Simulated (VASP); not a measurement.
# SnO (zincblende type) (F-43m) in VASP: a series of runs

SnO (zincblende type) is run at these levels: PBE; tasks: electric field gradients.

Everything below comes from runs of VASP 6.6.1. Logs are shortened: lines on timing, memory, paths and dates and some standing lists are left out, and cuts for length are marked.

**1. The cell of the first run**

Symmetry: F-43m, No. 216, cubic system. Conventional cell: a = 5.401 Å, b = 5.401 Å, c = 5.401 Å, α = 90.00°, β = 90.00°, γ = 90.00°. Within 3.1 Å of Sn (site symmetry -43m) lie 4 O at 2.34 Å. O (site symmetry -43m) has 4 Sn at 2.34 Å within 3.1 Å.

**2. Electric field gradients, PBE (volume scaled by 0.96)**

Contents of INCAR:

```
PREC = Accurate ; ENCUT = 520
EDIFF = 1E-8 ; ISMEAR = -1
SIGMA = 0.08 ; LREAL = False
LASPH = True ; NELM = 60
ALGO = Normal ; ISIF = 2
LWAVE = False ; LCHARG = False
GGA = PE ; LEFG = True
NBANDS = 17
```

Contents of KPOINTS:

```
regular mesh
0
Gamma
  12 12 12
```

Contents of POSCAR:

```
SnO
1.0
    0.0000000000      2.7005951184      2.7005951184
    2.7005951184      0.0000000000      2.7005951184
    2.7005951184      2.7005951184      0.0000000000
Sn O
1 1
Direct
    0.0000000000      0.0000000000      0.0000000000
    0.2500000000      0.2500000000      0.2500000000
```

Potentials or basis: VASP PAW PBE potentials, release 64 (Sn_d, O).

Command:

```
$ cat potpaw_PBE.64/Sn_d/POTCAR potpaw_PBE.64/O/POTCAR > POTCAR
$ mpirun -np 1 vasp_std > vasp.out
```

OUTCAR:

```text
PREC = Accurate
   ENCUT = 520
   EDIFF = 1E-8
   ISMEAR = -1
   LREAL = False
   LASPH = True
   NELM = 60
   ISIF = 2
   GGA = PE

 ion  position               nearest neighbor table
   1  0.000  0.000  0.000-   2 2.34   2 2.34   2 2.34   2 2.34
   2  0.250  0.250  0.250-   1 2.34   1 2.34   1 2.34   1 2.34

  LATTYP: Found a face centered cubic cell.
 ALAT       =     5.4011902368

  Lattice vectors:

 A1 = (   0.0000000000,   2.7005951184,   2.7005951184)
 A2 = (   2.7005951184,   0.0000000000,   2.7005951184)
 A3 = (   2.7005951184,   2.7005951184,   0.0000000000)

Analysis of symmetry for initial positions (statically):
[... 5 lines left out ...]
 face centered cubic supercell.

 Subroutine GETGRP returns: Found 24 space group operations
 (whereof 24 operations were pure point group operations)
 out of a pool of 48 trial point group operations.

The static configuration has the point symmetry T_d .

Analysis of symmetry for dynamics (positions and initial velocities):
[... 5 lines left out ...]
 face centered cubic supercell.

 Subroutine GETGRP returns: Found 24 space group operations
 (whereof 24 operations were pure point group operations)
 out of a pool of 48 trial point group operations.

The dynamic configuration has the point symmetry T_d .

 Subroutine INISYM returns: Found 24 space group operations
 (whereof 24 operations are pure point group operations),
 and found     1 'primitive' translations

----------------------------------------------------------------------------------------

                                     Primitive cell

  volume of cell :      39.3920

  direct lattice vectors                    reciprocal lattice vectors
     0.000000000  2.700595118  2.700595118    -0.185144377  0.185144377  0.185144377
     2.700595118  0.000000000  2.700595118     0.185144377 -0.185144377  0.185144377
     2.700595118  2.700595118  0.000000000     0.185144377  0.185144377 -0.185144377

  length of vectors
     3.819218243  3.819218243  3.819218243     0.320679467  0.320679467  0.320679467

  position of ions in fractional coordinates (direct lattice)
     0.000000000  0.000000000  0.000000000
     0.250000000  0.250000000  0.250000000

  ion indices of the primitive-cell ions
   primitive index   ion index
                 1           1
                 2           2

----------------------------------------------------------------------------------------

 KPOINTS: regular mesh

Automatic generation of k-mesh.
 Grid dimensions read from file:
 generate k-points for:   12   12   12

 Generating k-lattice:

  Cartesian coordinates                     Fractional coordinates (reciprocal lattice)
    -0.015428698  0.015428698  0.015428698     0.083333333  0.000000000  0.000000000
     0.015428698 -0.015428698  0.015428698     0.000000000  0.083333333  0.000000000
     0.015428698  0.015428698 -0.015428698     0.000000000  0.000000000  0.083333333

  Length of vectors
     0.026723289  0.026723289  0.026723289

  Shift w.r.t. Gamma in fractional coordinates (k-lattice)
     0.000000000  0.000000000  0.000000000

 Subroutine IBZKPT returns following result:
 ===========================================

 Found     72 irreducible k-points:

 Following reciprocal coordinates:
            Coordinates               Weight
  0.000000  0.000000  0.000000      1.000000
  0.083333  0.000000  0.000000      8.000000
  0.166667  0.000000  0.000000      8.000000
  0.250000  0.000000  0.000000      8.000000
  0.333333  0.000000  0.000000      8.000000
  0.416667  0.000000  0.000000      8.000000
[... 16 lines left out ...]
  0.500000  0.166667  0.000000     24.000000
 -0.416667  0.166667  0.000000     24.000000
 [... further k-points ...]
   k-points           NKPTS =     72   k-points in BZ     NKDIM =     72   number of bands    NBANDS=     17
   number of dos      NEDOS =    301   number of ions     NIONS =      2
   total plane-waves  NPLWV =  21952
   dimension x,y,z NGX =    28 NGY =   28 NGZ =   28
   dimension x,y,z NGXF=    56 NGYF=   56 NGZF=   56
   ions per type =               1   1
   NGX,Y,Z   is equivalent  to a cutoff of  12.19, 12.19, 12.19 a.u.
   NGXF,Y,Z  is equivalent  to a cutoff of  24.38, 24.38, 24.38 a.u.
 SYSTEM =  unknown system
   PREC   = accura    normal or accurate (medium, high low for compatibility)
   ISTART =      0    job   : 0-new  1-cont  2-samecut
   ICHARG =      2    charge: 1-file 2-atom 10-const
   ISPIN  =      1    spin polarized calculation?
   LNONCOLLINEAR =      F non collinear calculations
   LSORBIT =      F    spin-orbit coupling
   LASPH  =      T    aspherical Exc in radial PAW
   ENCUT  =  520.0 eV  38.22 Ry    6.18 a.u.   7.10  7.10  7.10*2*pi/ulx,y,z
   NELM   =     60;   NELMIN=  2; NELMDL= -5     # of ELM steps
   EDIFF  = 0.1E-07   stopping-criterion for ELM
   LREAL  =      F    real-space projection
   EDIFFG = 0.1E-06   stopping-criterion for IOM
   NSW    =      0    number of steps for IOM
   IBRION =     -1    ionic relax: 0-MD 1-quasi-New 2-CG
   NFREE  =      0    steps in history (QN), initial steepest desc. (CG)
   ISIF   =      2    stress and relaxation
   ISYM   =      2    0-nonsym 1-usesym 2-fastsym
   POTIM  = 0.5000    time-step for ionic-motion
   TEBEG  =    0.0;   TEEND  =   0.0 temperature during run
   PSTRESS=    0.0 pullay stress
   NELECT =      20.0000    total number of electrons
   NUPDOWN=      -1.0000    fix difference up-down
   EMIN   =  10.00;   EMAX   =-10.00  energy-range for DOS
   EFERMI =   0.00;   METHOD = LEGACY
   ISMEAR =    -1;   SIGMA  =   0.08  broadening in eV -4-tet -1-fermi 0-gaus
   EFERMI_NEDOS =   21; number of points for ismear=-14 and -15
   IALGO  =     38    algorithm
   IMIX   =      4    mixing-type and parameters
     AMIX     =   0.40;   BMIX     =  1.00
     AMIX_MAG =   1.60;   BMIX_MAG =  1.00
  volume/ion in A,a.u.               =      19.70       132.92
  Fermi-wavevector in a.u.,A,eV,Ry     =   1.306017  2.468013 23.207175  1.705679
  Thomas-Fermi vector in A             =   2.436847
   LORBIT       =      0    0 simple, 1 ext, 2 COOP (PROOUT), +10 PAW based schemes
   GGA     = PE    functional components
   LHFCALC =     F    Hartree Fock is set to
   AEXX    =    0.0000 exact exchange contribution
   IVDW    =     0    specifies the selected vdW correction
   LEPSILON=     F    determine dielectric tensor
   LRPA    =     F    only Hartree local field effects (RPA)
 non-spin polarized calculation
  energy-cutoff  :      520.00
  volume of cell :       39.39
 maximum number of plane-waves:      1074
   NGX = 15   NGY = 15   NGZ = 15

 number of electron      19.9999994 magnetization

 Free energy of the ion-electron system (eV)
  ---------------------------------------------------
  ext. energy  EPLUGINS =         0.00000000
  ---------------------------------------------------
  free energy    TOTEN  =       -10.44669548 eV

  energy without entropy =      -10.43758949  energy(sigma->0) =      -10.44214248

 E-fermi :   6.2253     XC(G=0):  -9.7024

 val. band max:        6.1363614587   @ k =  -0.4167   0.5000   0.0833
 cond. band min:       6.2308029999   @ k =  -0.3333   0.5000   0.1667
 fundamental gap:      0.0944415412
 Fermi energy:         6.2252584508

 k-point     1 :       0.0000    0.0000    0.0000
  band No.  band energies     occupation
      1     -15.5495      2.00000
      2     -15.5495      2.00000
      3     -15.5495      2.00000
      4     -15.5018      2.00000
      5     -15.5018      2.00000
      6     -12.8220      2.00000
[... 9 lines left out ...]
     16      17.7057      0.00000
     17      17.7057      0.00000

 k-point     2 :       0.0833    0.0000    0.0000
  band No.  band energies     occupation
      1     -15.5591      2.00000
      2     -15.5472      2.00000
      3     -15.5472      2.00000
      4     -15.5017      2.00000
      5     -15.5017      2.00000
      6     -12.7817      2.00000
[... 9 lines left out ...]
     16      17.3712      0.00000
     17      17.3712      0.00000

 k-point     3 :       0.1667    0.0000    0.0000
  band No.  band energies     occupation
      1     -15.5848      2.00000
      2     -15.5420      2.00000
      3     -15.5420      2.00000
      4     -15.5007      2.00000
      5     -15.5007      2.00000
      6     -12.6707      2.00000
[... 392 lines left out ...]
 k-point    23 :       0.5000    0.1667    0.0000
  band No.  band energies     occupation
      1     -15.6905      2.00000
      2     -15.5321      2.00000
      3     -15.5224      2.00000
      4     -15.4938      2.00000
      5     -15.4803      2.00000
      6     -12.1378      2.00000
[... 9 lines left out ...]
     16      18.0702      0.00000
     17      19.7713      0.00000

 k-point    24 :      -0.4167    0.1667    0.0000
  band No.  band energies     occupation
      1     -15.6901      2.00000
      2     -15.5333      2.00000
      3     -15.5232      2.00000
      4     -15.4893      2.00000
      5     -15.4846      2.00000
      6     -12.1252      2.00000
[... 9 lines left out ...]
     16      17.4495      0.00000
     17      20.0471      0.00000

 [... further k-points ...]
[... 5 lines left out ...]
  --------------------------------------------------------------------------------------
  -------------------------------------------------------------------------------------
  Total        0.6723280      0.6723280      0.6723280     -0.0000000      0.0000000     -0.0000000
  in kB       27.3453400     27.3453400     27.3453400     -0.0000000      0.0000000     -0.0000000
  external PRESSURE =      27.3453400 kB  Pullay stress =       0.0000000 kB

 VOLUME and BASIS-vectors are now :
 -----------------------------------------------------------------------------
  energy-cutoff  :      520.00
  volume of cell :       39.39
      direct lattice vectors                 reciprocal lattice vectors
     0.000000000  2.700595118  2.700595118    -0.185144377  0.185144377  0.185144377
     2.700595118  0.000000000  2.700595118     0.185144377 -0.185144377  0.185144377
     2.700595118  2.700595118  0.000000000     0.185144377  0.185144377 -0.185144377

 POSITION                                       TOTAL-FORCE (eV/Angst)
 -----------------------------------------------------------------------------------
      0.00000      0.00000      0.00000         0.000000      0.000000      0.000000
      1.35030      1.35030      1.35030        -0.000000     -0.000000     -0.000000
 -----------------------------------------------------------------------------------
    total drift:                               -0.000000     -0.000000     -0.000000

  FREE ENERGIE OF THE ION-ELECTRON SYSTEM (eV)
  ---------------------------------------------------
  free  energy   TOTEN  =       -10.4466954796 eV

  energy  without entropy=      -10.4375894850  energy(sigma->0) =      -10.44214248

 Electric field gradients (V/A^2)
---------------------------------------------------------------------
 ion       V_xx      V_yy      V_zz      V_xy      V_xz      V_yz
---------------------------------------------------------------------
   1      -0.000    -0.000    -0.000    -0.001    -0.001    -0.001
   2       0.000     0.000     0.000     0.004     0.004     0.004
---------------------------------------------------------------------

 Electric field gradients after diagonalization (V/A^2)
 (convention: |V_zz| > |V_xx| > |V_yy|)
----------------------------------------------------------------------
 ion       V_xx      V_yy      V_zz     asymmetry (V_yy - V_xx)/ V_zz
----------------------------------------------------------------------
   1       0.001     0.001    -0.003       0.000
   2      -0.004    -0.004     0.007       0.000
----------------------------------------------------------------------

           NMR quadrupolar parameters

 Cq : quadrupolar parameter    Cq=e*Q*V_zz/h
 eta: asymmetry parameters     (V_yy - V_xx)/ V_zz
 Q  : nuclear electric quadrupole moment in mb (millibarn)
----------------------------------------------------------------------
 ion       Cq(MHz)       eta       Q (mb)
----------------------------------------------------------------------
   1      -0.000       0.000       1.000
   2       0.000       0.000       1.000
----------------------------------------------------------------------
```

Wall time 48 s (1 thread of Intel Xeon 6975P-C, shared host); peak memory 0.19 GiB.

What came out:

| Property | Result |
| --- | --- |
| Free energy | -10.4467 eV |
| Pressure | 2.7 GPa |
| Band gap on the k mesh | zero (band 10 reaches 6.27 eV, above the bottom of band 11 at 6.09 eV) |

Levels at points of the mesh, in eV from the Fermi level:
| k point | band 8 | band 9 | band 10 | band 11 | band 12 | band 13 |
| --- | --- | --- | --- | --- | --- | --- |
| (0.00, 0.00, 0.00) | -3.73 | -3.73 | -3.73 | 4.50 | 4.50 | 4.50 |
| (0.50, 0.00, 0.00) | -4.16 | -4.16 | -2.40 | 1.64 | 4.63 | 4.63 |
| (0.50, 0.50, 0.00) | -4.91 | -4.91 | -0.67 | -0.14 | 5.26 | 5.26 |

Caveat: without QUAD_EFG the Cq values of the log hold for a quadrupole moment of 1 mb, not for the nuclei; spin-orbit coupling is left out, which moves the levels of the heavy elements.

**3. Electric field gradients, PBE (volume scaled by 0.96)**

Contents of INCAR:

```
SYSTEM = SnO
PREC = Accurate
ENCUT = 520
EDIFF = 1E-8
ISMEAR = -1
SIGMA = 0.08
LREAL = .FALSE.
LASPH = .TRUE.
NELM = 60
ALGO = Normal
ISIF = 2
LWAVE = .FALSE.
LCHARG = .FALSE.
GGA = PE
LEFG = .TRUE.
NBANDS = 17
```

Contents of KPOINTS:

```
Automatic mesh
0
G
  12 12 12
  0 0 0
```

POSCAR is that of step 2.

Potentials or basis: VASP PAW PBE potentials, release 64 (Sn_d, O).

Command:

```
$ cat potpaw_PBE.64/Sn_d/POTCAR potpaw_PBE.64/O/POTCAR > POTCAR
$ mpirun -np 1 vasp_std > vasp.out
```

OUTCAR:

```text
SYSTEM = SnO
   PREC = Accurate
   ENCUT = 520
   EDIFF = 1E-8
   ISMEAR = -1
   LREAL = .FALSE.
   LASPH = .TRUE.
   NELM = 60
   ISIF = 2
   GGA = PE

 ion  position               nearest neighbor table
   1  0.000  0.000  0.000-   2 2.34   2 2.34   2 2.34   2 2.34
   2  0.250  0.250  0.250-   1 2.34   1 2.34   1 2.34   1 2.34

  LATTYP: Found a face centered cubic cell.
 ALAT       =     5.4011902368

  Lattice vectors:

 A1 = (   0.0000000000,   2.7005951184,   2.7005951184)
 A2 = (   2.7005951184,   0.0000000000,   2.7005951184)
[... 691 lines left out ...]
  ---------------------------------------------------
  free  energy   TOTEN  =       -10.4466954796 eV

  energy  without entropy=      -10.4375894850  energy(sigma->0) =      -10.44214248

 Electric field gradients (V/A^2)
---------------------------------------------------------------------
 ion       V_xx      V_yy      V_zz      V_xy      V_xz      V_yz
---------------------------------------------------------------------
   1      -0.000    -0.000    -0.000    -0.001    -0.001    -0.001
   2       0.000     0.000     0.000     0.004     0.004     0.004
---------------------------------------------------------------------

 Electric field gradients after diagonalization (V/A^2)
 (convention: |V_zz| > |V_xx| > |V_yy|)
----------------------------------------------------------------------
 ion       V_xx      V_yy      V_zz     asymmetry (V_yy - V_xx)/ V_zz
----------------------------------------------------------------------
   1       0.001     0.001    -0.003       0.000
   2      -0.004    -0.004     0.007       0.000
----------------------------------------------------------------------

           NMR quadrupolar parameters

 Cq : quadrupolar parameter    Cq=e*Q*V_zz/h
 eta: asymmetry parameters     (V_yy - V_xx)/ V_zz
 Q  : nuclear electric quadrupole moment in mb (millibarn)
----------------------------------------------------------------------
 ion       Cq(MHz)       eta       Q (mb)
----------------------------------------------------------------------
   1      -0.000       0.000       1.000
   2       0.000       0.000       1.000
----------------------------------------------------------------------
```

OSZICAR:

```text
N       E                     dE             d eps       ncg     rms          rms(c)
DAV:   1     0.150255840666E+03    0.15026E+03   -0.10322E+04  2516   0.163E+03
DAV:   2     0.228978676567E+01   -0.14797E+03   -0.14126E+03  2720   0.378E+02
DAV:   3    -0.122703125377E+02   -0.14560E+02   -0.14464E+02  2862   0.108E+02
DAV:   4    -0.125998919159E+02   -0.32958E+00   -0.32941E+00  2989   0.175E+01
DAV:   5    -0.126088795397E+02   -0.89876E-02   -0.89868E-02  3179   0.278E+00    0.869E+00
DAV:   6    -0.107470045913E+02    0.18619E+01   -0.13816E+01  3660   0.422E+01    0.526E+00
DAV:   7    -0.104719055621E+02    0.27510E+00   -0.24123E+00  2982   0.869E+00    0.139E+00
DAV:   8    -0.104464309003E+02    0.25475E-01   -0.14632E-01  2551   0.302E+00    0.338E-01
DAV:   9    -0.104464614931E+02   -0.30593E-04   -0.85997E-03  3479   0.776E-01    0.128E-01
DAV:  10    -0.104469019804E+02   -0.44049E-03   -0.29443E-03  3070   0.463E-01    0.937E-02
DAV:  11    -0.104466946236E+02    0.20736E-03   -0.13830E-03  3677   0.262E-01    0.164E-02
DAV:  12    -0.104466954048E+02   -0.78129E-06   -0.87579E-05  2741   0.639E-02    0.682E-03
DAV:  13    -0.104466954612E+02   -0.56370E-07   -0.69524E-06  2634   0.202E-02    0.181E-03
DAV:  14    -0.104466954729E+02   -0.11732E-07   -0.47802E-07  3001   0.671E-03    0.852E-04
DAV:  15    -0.104466954796E+02   -0.66857E-08   -0.77704E-08  3429   0.232E-03
   1 F= -.10446695E+02 E0= -.10442142E+02  d E =-.910599E-02
```

stdout:

```text
POSCAR found type information on POSCAR SnO
 POSCAR found :  2 types and       2 ions
 scaLAPACK will be used
 LDA part: xc-table for (Slater+PW92), standard interpolation
 POSCAR, INCAR and KPOINTS ok, starting setup
 FFT: planning ... GRIDC
 FFT: planning ... GRID_SOFT
 FFT: planning ... GRID
 WAVECAR not read
 entering main loop
ion   1

ion   2
```

It took 47 s on 1 thread of Intel Xeon 6975P-C, shared host; peak memory 0.18 GiB.

Results:

| Item | Value |
| --- | --- |
| Free energy | -10.4467 eV |
| Pressure | 2.7 GPa |
| Band gap on the k mesh | zero (band 10 reaches 6.27 eV, above the bottom of band 11 at 6.09 eV) |

Caveat: without QUAD_EFG the Cq values of the log hold for a quadrupole moment of 1 mb, not for the nuclei; spin-orbit coupling is left out, which moves the levels of the heavy elements.

(Part 1 of 2 ends here.)
